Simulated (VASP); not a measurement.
# InAs (P6_3/mmc) in VASP: further runs

InAs is run at these levels: PBEsol, PBEsol+D3(BJ), PBEsol+D4; tasks: single point.

Everything below comes from runs of VASP 6.6.1. Logs are shortened: lines on timing, memory, paths and dates and some standing lists are left out, and cuts for length are marked.

**1. The cell of the first run**

The structure is hexagonal, space group P6_3/mmc (No. 194). Conventional cell: a = 3.965 Å, b = 3.965 Å, c = 6.849 Å, α = 90.00°, β = 90.00°, γ = 120.00°. Within 3.8 Å of In (site symmetry -3m) lie 6 As at 2.86 Å and 2 In at 3.42 Å. Within 3.8 Å of As (site symmetry -6m2) lie 6 In at 2.86 Å.

**2. Single point, PBEsol**

The input, INCAR:

```
SYSTEM = InAs
PREC = Accurate ; ENCUT = 500
EDIFF = 1E-6 ; ISMEAR = -1
SIGMA = 0.02 ; LREAL = .FALSE.
LASPH = .TRUE. ; NELM = 120
ALGO = Normal ; ISIF = 2
LWAVE = .FALSE. ; LCHARG = .FALSE.
GGA = PS ; NBANDS = 26
GGA_COMPAT = .FALSE.
```

The input, KPOINTS:

```
Automatic mesh
0
G
  6 6 4
  0 0 0
```

The input, POSCAR:

```
InAs
1.0
    3.9653011097      0.0000000000      0.0000000000
   -1.9826505549      3.4340514946      0.0000000000
    0.0000000000      0.0000000000      6.8488974507
In As
2 2
Direct
    0.0000000000      0.0000000000      0.0000000000
    0.0000000000      0.0000000000      0.5000000000
    0.3333333333      0.6666666667      0.2500000000
    0.6666666667      0.3333333333      0.7500000000
```

Potentials or basis: VASP PAW PBE potentials, release 64 (In_d, As).

Launch:

```
$ cat potpaw_PBE.64/In_d/POTCAR potpaw_PBE.64/As/POTCAR > POTCAR
$ mpirun -np 1 vasp_std > vasp.out
```

OUTCAR:

```text
SYSTEM = InAs
   PREC = Accurate
   ENCUT = 500
   EDIFF = 1E-6
   ISMEAR = -1
   LREAL = .FALSE.
   LASPH = .TRUE.
   NELM = 120
   ISIF = 2
   GGA = PS

 ion  position               nearest neighbor table
   1  0.000  0.000  0.000-   3 2.86   4 2.86   3 2.86   4 2.86   4 2.86   3 2.86   2 3.42   2 3.42

   2  0.000  0.000  0.500-   3 2.86   4 2.86   3 2.86   4 2.86   4 2.86   3 2.86   1 3.42   1 3.42

   3  0.333  0.667  0.250-   1 2.86   2 2.86   1 2.86   2 2.86   1 2.86   2 2.86
   4  0.667  0.333  0.750-   1 2.86   2 2.86   1 2.86   2 2.86   1 2.86   2 2.86

  LATTYP: Found a hexagonal cell.
 ALAT       =     3.9653011097
 C/A-ratio  =     1.7272074078

  Lattice vectors:

 A1 = (   3.9653011097,   0.0000000000,   0.0000000000)
 A2 = (  -1.9826505549,   3.4340514946,   0.0000000000)
 A3 = (   0.0000000000,   0.0000000000,   6.8488974507)

Analysis of symmetry for initial positions (statically):
=====================================================================
 Subroutine PRICEL returns:
 Original cell was already a primitive cell.

 Routine SETGRP: Setting up the symmetry group for a
 hexagonal supercell.

 Subroutine GETGRP returns: Found 24 space group operations
 (whereof 12 operations were pure point group operations)
 out of a pool of 24 trial point group operations.

The static configuration has the point symmetry D_3d.
 The point group associated with its full space group is D_6h.

Analysis of symmetry for dynamics (positions and initial velocities):
=====================================================================
 Subroutine PRICEL returns:
 Original cell was already a primitive cell.

 Routine SETGRP: Setting up the symmetry group for a
 hexagonal supercell.

 Subroutine GETGRP returns: Found 24 space group operations
 (whereof 12 operations were pure point group operations)
 out of a pool of 24 trial point group operations.

The dynamic configuration has the point symmetry D_3d.
 The point group associated with its full space group is D_6h.

 Subroutine INISYM returns: Found 24 space group operations
 (whereof 12 operations are pure point group operations),
 and found     1 'primitive' translations

----------------------------------------------------------------------------------------

                                     Primitive cell

  volume of cell :      93.2618

  direct lattice vectors                    reciprocal lattice vectors
     3.965301110  0.000000000  0.000000000     0.252187658  0.145600612  0.000000000
    -1.982650555  3.434051495  0.000000000     0.000000000  0.291201224  0.000000000
     0.000000000  0.000000000  6.848897451     0.000000000  0.000000000  0.146008902

  length of vectors
     3.965301110  3.965301110  6.848897451     0.291201224  0.291201224  0.146008902

  position of ions in fractional coordinates (direct lattice)
     0.000000000  0.000000000  0.000000000
     0.000000000  0.000000000  0.500000000
     0.333333333  0.666666667  0.250000000
     0.666666667  0.333333333  0.750000000

  ion indices of the primitive-cell ions
   primitive index   ion index
                 1           1
                 2           2
                 3           3
                 4           4

----------------------------------------------------------------------------------------

 KPOINTS: Automatic mesh

Automatic generation of k-mesh.
 Grid dimensions read from file:
 generate k-points for:    6    6    4

 Generating k-lattice:

  Cartesian coordinates                     Fractional coordinates (reciprocal lattice)
     0.042031276  0.024266769  0.000000000     0.166666667  0.000000000  0.000000000
     0.000000000  0.048533537  0.000000000     0.000000000  0.166666667  0.000000000
     0.000000000  0.000000000  0.036502226     0.000000000  0.000000000  0.250000000

  Length of vectors
     0.048533537  0.048533537  0.036502226

  Shift w.r.t. Gamma in fractional coordinates (k-lattice)
     0.000000000  0.000000000  0.000000000

 Subroutine IBZKPT returns following result:
 ===========================================

 Found     21 irreducible k-points:

 Following reciprocal coordinates:
            Coordinates               Weight
  0.000000  0.000000  0.000000      1.000000
  0.166667 -0.000000  0.000000      6.000000
  0.333333 -0.000000  0.000000      6.000000
  0.500000  0.000000  0.000000      3.000000
  0.166667  0.166667  0.000000      6.000000
  0.333333  0.166667  0.000000     12.000000
[... 13 lines left out ...]
  0.333333  0.166667  0.500000     12.000000
  0.333333  0.333333  0.500000      2.000000
   k-points           NKPTS =     21   k-points in BZ     NKDIM =     21   number of bands    NBANDS=     26
   number of dos      NEDOS =    301   number of ions     NIONS =      4
   total plane-waves  NPLWV =  45000
   dimension x,y,z NGX =    30 NGY =   30 NGZ =   50
   dimension x,y,z NGXF=    60 NGYF=   60 NGZF=  100
   ions per type =               2   2
   NGX,Y,Z   is equivalent  to a cutoff of  12.58, 12.58, 12.14 a.u.
   NGXF,Y,Z  is equivalent  to a cutoff of  25.16, 25.16, 24.27 a.u.
 SYSTEM =  InAs
   PREC   = accura    normal or accurate (medium, high low for compatibility)
   ISTART =      0    job   : 0-new  1-cont  2-samecut
   ICHARG =      2    charge: 1-file 2-atom 10-const
   ISPIN  =      1    spin polarized calculation?
   LNONCOLLINEAR =      F non collinear calculations
   LSORBIT =      F    spin-orbit coupling
   LASPH  =      T    aspherical Exc in radial PAW
   ENCUT  =  500.0 eV  36.75 Ry    6.06 a.u.   7.23  7.23 12.49*2*pi/ulx,y,z
   NELM   =    120;   NELMIN=  2; NELMDL= -5     # of ELM steps
   EDIFF  = 0.1E-05   stopping-criterion for ELM
   LREAL  =      F    real-space projection
   EDIFFG = 0.1E-04   stopping-criterion for IOM
   NSW    =      0    number of steps for IOM
   IBRION =     -1    ionic relax: 0-MD 1-quasi-New 2-CG
   NFREE  =      0    steps in history (QN), initial steepest desc. (CG)
   ISIF   =      2    stress and relaxation
   ISYM   =      2    0-nonsym 1-usesym 2-fastsym
   POTIM  = 0.5000    time-step for ionic-motion
   TEBEG  =    0.0;   TEEND  =   0.0 temperature during run
   PSTRESS=    0.0 pullay stress
   NELECT =      36.0000    total number of electrons
   NUPDOWN=      -1.0000    fix difference up-down
   EMIN   =  10.00;   EMAX   =-10.00  energy-range for DOS
   EFERMI =   0.00;   METHOD = LEGACY
   ISMEAR =    -1;   SIGMA  =   0.02  broadening in eV -4-tet -1-fermi 0-gaus
   EFERMI_NEDOS =   21; number of points for ismear=-14 and -15
   IALGO  =     38    algorithm
   IMIX   =      4    mixing-type and parameters
     AMIX     =   0.40;   BMIX     =  1.00
     AMIX_MAG =   1.60;   BMIX_MAG =  1.00
  volume/ion in A,a.u.               =      23.32       157.34
  Fermi-wavevector in a.u.,A,eV,Ry     =   1.191995  2.252544 19.331868  1.420852
  Thomas-Fermi vector in A             =   2.328044
   LORBIT       =      0    0 simple, 1 ext, 2 COOP (PROOUT), +10 PAW based schemes
   GGA     = PS    functional components
   LHFCALC =     F    Hartree Fock is set to
   AEXX    =    0.0000 exact exchange contribution
   IVDW    =     0    specifies the selected vdW correction
   LEPSILON=     F    determine dielectric tensor
   LRPA    =     F    only Hartree local field effects (RPA)
 non-spin polarized calculation
  energy-cutoff  :      500.00
  volume of cell :       93.26
 maximum number of plane-waves:      2400
 NGX is ok and might be reduce to    30
   NGX = 15   NGY = 15   NGZ = 25

 number of electron      35.9999973 magnetization

 Free energy of the ion-electron system (eV)
  ---------------------------------------------------
  ext. energy  EPLUGINS =         0.00000000
  ---------------------------------------------------
  free energy    TOTEN  =       -16.24860066 eV

  energy without entropy =      -16.24573313  energy(sigma->0) =      -16.24716690

 E-fermi :   6.0093     XC(G=0): -10.3317

 val. band max:        6.0059912295   @ k =   0.3333  -0.0000   0.2500
 cond. band min:       6.1677339794   @ k =   0.0000   0.0000   0.5000
 fundamental gap:      0.1617427499
 Fermi energy:         6.0093400637

 k-point     1 :       0.0000    0.0000    0.0000
  band No.  band energies     occupation
      1      -8.3567      2.00000
      2      -8.2891      2.00000
      3      -8.2891      2.00000
      4      -8.2072      2.00000
      5      -8.2072      2.00000
      6      -8.1943      2.00000
[... 18 lines left out ...]
     25      11.9448      0.00000
     26      12.2032      0.00000

 k-point     2 :       0.1667   -0.0000    0.0000
  band No.  band energies     occupation
      1      -8.3589      2.00000
      2      -8.3480      2.00000
      3      -8.2863      2.00000
      4      -8.2193      2.00000
      5      -8.2016      2.00000
      6      -8.1912      2.00000
[... 18 lines left out ...]
     25      12.2092      0.00000
     26      12.3026      0.00000

 k-point     3 :       0.3333   -0.0000    0.0000
  band No.  band energies     occupation
      1      -8.4842      2.00000
      2      -8.3324      2.00000
      3      -8.2892      2.00000
      4      -8.2478      2.00000
      5      -8.2149      2.00000
      6      -8.1672      2.00000
[... 18 lines left out ...]
     25      13.3761      0.00000
     26      13.9934      0.00000

 k-point     4 :       0.5000    0.0000    0.0000
  band No.  band energies     occupation
      1      -8.5409      2.00000
      2      -8.3253      2.00000
      3      -8.2930      2.00000
      4      -8.2630      2.00000
      5      -8.2210      2.00000
      6      -8.1613      2.00000
[... 18 lines left out ...]
     25      12.8212      0.00000
     26      14.7355      0.00000
[... 409 lines left out ...]
      1      -8.3378      2.00000
      2      -8.3378      2.00000
      3      -8.2363      2.00000
      4      -8.2363      2.00000
      5      -8.1986      2.00000
      6      -8.1986      2.00000
[... 18 lines left out ...]
     25      12.9388      0.00000
     26      12.9388      0.00000

 k-point    20 :       0.3333    0.1667    0.5000
  band No.  band energies     occupation
      1      -8.3830      2.00000
      2      -8.3830      2.00000
      3      -8.2440      2.00000
      4      -8.2440      2.00000
      5      -8.1977      2.00000
      6      -8.1977      2.00000
[... 18 lines left out ...]
     25      14.3328      0.00000
     26      14.3436      0.00000

 k-point    21 :       0.3333    0.3333    0.5000
  band No.  band energies     occupation
      1      -8.3774      2.00000
      2      -8.3774      2.00000
      3      -8.2652      2.00000
      4      -8.2652      2.00000
      5      -8.1757      2.00000
      6      -8.1757      2.00000
[... 18 lines left out ...]
     25      14.2832      0.00000
     26      14.2832      0.00000

------------------------ aborting loop because EDIFF is reached ----------------------------------------

  FORCE on cell =-STRESS in cart. coord.  units (eV):
  Direction    XX          YY          ZZ          XY          YZ          ZX
  --------------------------------------------------------------------------------------
  -------------------------------------------------------------------------------------
  Total       -0.8195962     -0.8195962     -0.1794406      0.0000000      0.0000000     -0.0000000
  in kB      -14.0801372    -14.0801372     -3.0826744      0.0000000      0.0000000     -0.0000000
  external PRESSURE =     -10.4143162 kB  Pullay stress =       0.0000000 kB

 VOLUME and BASIS-vectors are now :
 -----------------------------------------------------------------------------
  energy-cutoff  :      500.00
  volume of cell :       93.26
      direct lattice vectors                 reciprocal lattice vectors
     3.965301110  0.000000000  0.000000000     0.252187658  0.145600612  0.000000000
    -1.982650555  3.434051495  0.000000000     0.000000000  0.291201224  0.000000000
     0.000000000  0.000000000  6.848897451     0.000000000  0.000000000  0.146008902

 POSITION                                       TOTAL-FORCE (eV/Angst)
 -----------------------------------------------------------------------------------
      0.00000      0.00000      0.00000        -0.000000      0.000000      0.000000
      0.00000      0.00000      3.42445        -0.000000      0.000000      0.000000
     -0.00000      2.28937      1.71222         0.000000      0.000000     -0.000000
      1.98265      1.14468      5.13667        -0.000000     -0.000000     -0.000000
 -----------------------------------------------------------------------------------
    total drift:                                0.000000      0.000000      0.000000

  FREE ENERGIE OF THE ION-ELECTRON SYSTEM (eV)
  ---------------------------------------------------
  free  energy   TOTEN  =       -16.2486006611 eV

  energy  without entropy=      -16.2457331347  energy(sigma->0) =      -16.24716690
```

Run time: 22 s. Hardware: 1 thread of Intel Xeon 6975P-C (Granite Rapids), shared host; peak memory 0.21 GiB.

Results:

| Quantity | Value |
| --- | --- |
| Free energy | -16.2486 eV |
| Pressure | -1.0 GPa |
| Band gap on the k mesh | zero (band 18 reaches 6.53 eV, above the bottom of band 19 at 3.50 eV) |

Stress tensor (GPa, compression positive):
```
-1.41  0.00  0.00
 0.00 -1.41  0.00
 0.00  0.00 -0.31
```

Caveat: the PAW data sets were made with another functional, which shifts forces and pressure a little; spin-orbit coupling is left out, which moves the levels of the heavy elements.

(Continued in part 2 of 2.)
